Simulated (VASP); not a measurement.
Here is a VASP 6.6.1 calculation.

The input INCAR:

```
ALGO = Normal ; EDIFF = 1E-7
ENCUT = 520 ; GGA = PE
ISIF = 2 ; ISMEAR = 0
LASPH = T ; LCHARG = F
LREAL = Auto ; LWAVE = F
NBANDS = 126 ; NELM = 80
PREC = Accurate ; SIGMA = 0.01
```

KPOINTS

```
k-points
0
Gamma
  2 2 2
```

Contents of POSCAR:

```
AlN
1.0
    6.2604168406      0.0000000000     -5.0180433216
   -3.1302084203     -5.4216800222     -5.0180433216
   -3.1302084203      5.4216800222     -5.0180433216
Al N
24 24
Direct
    0.1669219247      0.3335885914      0.0002552581
    0.3335885914      0.5002552581      0.6669219247
    0.0002552581      0.1669219247      0.3335885914
    0.8335885914      0.5002552581      0.1669219247
    0.5002552581      0.1669219247      0.8335885914
    0.6669219247      0.3335885914      0.5002552581
    0.3335885914      0.0002552581      0.1669219247
    0.0002552581      0.6669219247      0.8335885914
    0.1669219247      0.8335885914      0.5002552581
    0.6669219247      0.8335885914      0.0002552581
    0.8335885914      0.0002552581      0.6669219247
    0.5002552581      0.6669219247      0.3335885914
    0.8335885914      0.1669219247      0.0002552581
    0.0002552581      0.3335885914      0.6669219247
    0.6669219247      0.0002552581      0.3335885914
    0.5002552581      0.3335885914      0.1669219247
    0.1669219247      0.0002552581      0.8335885914
    0.3335885914      0.1669219247      0.5002552581
    0.0002552581      0.8335885914      0.1669219247
    0.6669219247      0.5002552581      0.8335885914
    0.8335885914      0.6669219247      0.5002552581
    0.3335885914      0.6669219247      0.0002552581
    0.5002552581      0.8335885914      0.6669219247
    0.1669219247      0.5002552581      0.3335885914
    0.0397447419      0.2064114086      0.8730780753
    0.2064114086      0.3730780753      0.5397447419
    0.8730780753      0.0397447419      0.2064114086
    0.7064114086      0.3730780753      0.0397447419
    0.3730780753      0.0397447419      0.7064114086
    0.5397447419      0.2064114086      0.3730780753
    0.2064114086      0.8730780753      0.0397447419
    0.8730780753      0.5397447419      0.7064114086
    0.0397447419      0.7064114086      0.3730780753
    0.5397447419      0.7064114086      0.8730780753
    0.7064114086      0.8730780753      0.5397447419
    0.3730780753      0.5397447419      0.2064114086
    0.0397447419      0.3730780753      0.2064114086
    0.2064114086      0.5397447419      0.8730780753
    0.8730780753      0.2064114086      0.5397447419
    0.7064114086      0.5397447419      0.3730780753
    0.3730780753      0.2064114086      0.0397447419
    0.5397447419      0.3730780753      0.7064114086
    0.2064114086      0.0397447419      0.3730780753
    0.8730780753      0.7064114086      0.0397447419
    0.0397447419      0.8730780753      0.7064114086
    0.5397447419      0.8730780753      0.2064114086
    0.7064114086      0.0397447419      0.8730780753
    0.3730780753      0.7064114086      0.5397447419
```

Potentials or basis: VASP PAW PBE potentials, release 64 (Al, N).

Launch:

```console
$ cat potpaw_PBE.64/Al/POTCAR potpaw_PBE.64/N/POTCAR > POTCAR
$ mpirun -np 1 vasp_std > vasp.out
```

Q: Estimate the pressure.

A: -0.3 GPa.

Q: What does it give for the band gap on the k mesh?

A: 4.04 eV.
